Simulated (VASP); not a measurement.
TeP2: relaxation of cell and atoms with PBE

TeP2:

```
Te P
1.0
     0.00000    3.26764    3.26764
     3.26764    0.00000    3.26764
     3.26764    3.26764    0.00000
Te P
1 2
Direct
  0.00000 0.00000 0.00000
  0.25000 0.25000 0.25000
  0.75000 0.75000 0.75000
```

The cell was built from a structure type or drawn by symmetry, and may not be a known phase.

```json
{
  "Program": "VASP 6.6.1",
  "Task": "relaxation of cell and atoms",
  "Functional": "PBE",
  "Potentials or basis": "VASP PAW PBE potentials, release 64 (Te, P)",
  "Cutoff": "600 eV",
  "k mesh": "12 × 12 × 12",
  "Occupations": "gaussian, width 0.1 eV",
  "Spin": "no spin polarisation",
  "Dipole correction": "no",
  "Further INCAR settings": "ALGO = Normal; EDIFF = 1e-07; IBRION = 2; EDIFFG = -0.01; NSW = 100; ISIF = 3"
}
```

- Relaxed volume: 23.32 Å³/atom
- Relaxed cell: a = 4.625 Å, b = 4.625 Å, c = 4.625 Å, α = 60.00°, β = 60.00°, γ = 60.00°
- Space group after relaxing (to 0.1 Å): Fm-3m (No. 225)
- Energy gained by relaxing: 0.0 meV/atom
- Ionic steps: 2
- Pressure after relaxing: 0.0 GPa
- Band gap on the k mesh: zero (bands 8 and 9 overlap by 3.93 eV)

Final structure:
```
Te P
1.0
     0.00000    3.27035    3.27035
     3.27035    0.00000    3.27035
     3.27035    3.27035    0.00000
Te P
1 2
Direct
  0.00000 0.00000 0.00000
  0.25000 0.25000 0.25000
  0.75000 0.75000 0.75000
```

Levels at points of the mesh, in eV from the Fermi level:
| k point | band 6 | band 7 | band 8 | band 9 | band 10 | band 11 |
| --- | --- | --- | --- | --- | --- | --- |
| (0.00, 0.00, 0.00) | -3.46 | -2.85 | -2.85 | -2.85 | 1.45 | 1.45 |
| (0.50, 0.00, 0.00) | -2.78 | -2.03 | -2.03 | 0.90 | 2.55 | 2.55 |
| (0.50, 0.50, 0.00) | -2.54 | 0.78 | 0.92 | 0.92 | 1.77 | 3.19 |

It took 3.2 min on 1 thread of Intel Xeon 8259CL, on a shared host, peak memory 0.29 GiB.

Caveat: spin-orbit coupling is left out, which moves the levels of the heavy elements.
